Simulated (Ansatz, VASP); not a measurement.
## Two plane-wave programs on Cu

Contents of INCAR:

```
PREC = Accurate
ENCUT = 600
EDIFF = 1E-6
ISMEAR = 0
SIGMA = 0.1
LREAL = False
LASPH = True
NELM = 120
ALGO = Normal
ISIF = 2
LWAVE = False
LCHARG = True
GGA = PE
IVDW = 12
LELF = True
LVHAR = True
NBANDS = 12
GGA_COMPAT = False
```

The input KPOINTS:

```
Automatic mesh
0
Gamma
  20 20 20
```

POSCAR

```
Cu
1.0
    0.0000000000      1.8336085029      1.8336085029
    1.8336085029      0.0000000000      1.8336085029
    1.8336085029      1.8336085029      0.0000000000
Cu
1
Direct
    0.0000000000      0.0000000000      0.0000000000
```

Input for Ansatz:

```yaml
crystal:
  lattice:
    - [0.0, 1.8336085029, 1.8336085029]
    - [1.8336085029, 0.0, 1.8336085029]
    - [1.8336085029, 1.8336085029, 0.0]
  atoms:
    - { symbol: Cu, position: [0.0, 0.0, 0.0] }
basis:
  ecutwfc: 420
kpoints:
  mp_grid: { grid: [20, 20, 20] }
hamiltonian:
  xc: pbe
  dispersion: d3bj
  pseudopotentials: { kind: paw }
scf:
  occupations: { method: gaussian, width: 0.1 }
output:
  forces: true
  stress: true
  eigenvalues: true
```

Alike in both runs: task single point; functional PBE; dispersion D3(BJ); k mesh 20 × 20 × 20; occupations gaussian, width 0.1 eV; no spin polarisation.

|  | VASP | Ansatz |
| --- | --- | --- |
| version | VASP 6.6.1 | Ansatz 0.2.0 |
| potentials or method | VASP PAW PBE potentials, release 64 (Cu), cutoff 600 eV | scalar-relativistic, plane waves, PAW |
| valence electrons in the cell | 11 | 19 |

Ansatz gave:

```
gap on the k mesh at the Fermi level (eV) : none
pressure (GPa)                            : -11.5
```

Question: What did VASP give for the same quantities?

Answer: gap on the k mesh at the Fermi level (eV): none; pressure (GPa): -10.9.

A gap of «none» marks a metal or a gap that the smearing closes. VASP's potentials hold 11 valence electrons a cell and Ansatz's 19, so a difference there can come from the potentials and not from the codes.
